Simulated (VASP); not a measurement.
Pb: single point with PBE

Pb:

```
Pb
1.0
    -1.58730    1.58730    1.58730
     1.58730   -1.58730    1.58730
     1.58730    1.58730   -1.58730
Pb
1
Cartesian
  0.0000 0.0000 0.0000
```

This cell differs from its parent crystal: volume scaled by 0.5.

- Program: VASP 6.6.1
- Task: single point
- Functional: PBE
- Potentials or basis: VASP PAW PBE potentials, release 64 (Pb_d)
- Cutoff: 520 eV
- k mesh: 15 × 15 × 15
- Occupations: fermi-dirac, width 0.1 eV
- Spin: no spin polarisation
- Dipole correction: no
- Further INCAR settings: ALGO = Normal; EDIFF = 1e-06; NBANDS = 13

```json
{
  "Pressure": "147.0 GPa",
  "Band gap on the k mesh": "zero (band 7 reaches 28.25 eV, above the bottom of band 8 at 13.39 eV)"
}
```

Levels at points of the mesh, in eV from the Fermi level:
```tsv
k point	band 5	band 6	band 7	band 8	band 9	band 10
(0.00, 0.00, 0.00)	-18.09	-18.09	10.55	10.55	10.55	15.13
```

It took 12 s on 1 thread of Intel(R) Xeon(R) Platinum 8375C CPU @ 2.90GHz (Ice Lake) (shared host), peak memory 0.14 GiB.

Caveat: spin-orbit coupling is left out, which moves the levels of the heavy elements.
